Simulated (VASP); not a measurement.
The system is Ti.

```
Ti
1.0
     2.92170    0.00000    0.00000
    -1.46085    2.53026    0.00000
     0.00000    0.00000    4.77111
Ti
2
Direct
  0.00000 0.00000 0.00000
  0.33333 0.66667 0.50000
```

| Property | Result |
| --- | --- |
| Program | VASP 6.6.1 |
| Task | relaxation of cell and atoms |
| Functional | PBE |
| Potentials or basis | VASP PAW PBE potentials, release 64 (Ti_sv) |
| Cutoff | 600 eV |
| k mesh | 18 × 18 × 10 |
| Occupations | gaussian, width 0.1 eV |
| Spin | no spin polarisation |

At the start: pressure -2.0 GPa; volume 17.64 Å³/atom.

Problem. Where does the relaxation end?

Solution. Over 8 steps the energy falls by 5.7 meV/atom and the volume is 17.35 Å³/atom (-1.6 %); space group P6_3/mmc (No. 194, to 0.1 Å) before and after.

Step by step:
```tsv
step	energy change (eV)	largest force (eV/Å)	pressure (GPa)	volume (Å³)
1	0.0000	0.0000	-1.97	35.27
2	-0.0073	0.0000	1.59	34.17
3	-0.0082	0.0000	0.80	34.45
4	-0.0113	0.0000	0.27	34.61
5	-0.0114	0.0000	0.12	34.66
6	-0.0115	0.0000	0.09	34.66
7	-0.0115	0.0000	0.10	34.65
8	-0.0115	0.0000	0.01	34.70
```

Final structure:
```xyz
2
Lattice="2.9361 0.0000 0.0000 -1.4681 2.5428 0.0000 0.0000 0.0000 4.6480" Properties=species:S:1:pos:R:3 pbc="T T T"
Ti    2.9361    0.0000    0.0000
Ti    0.0000    1.6952    2.3240
```
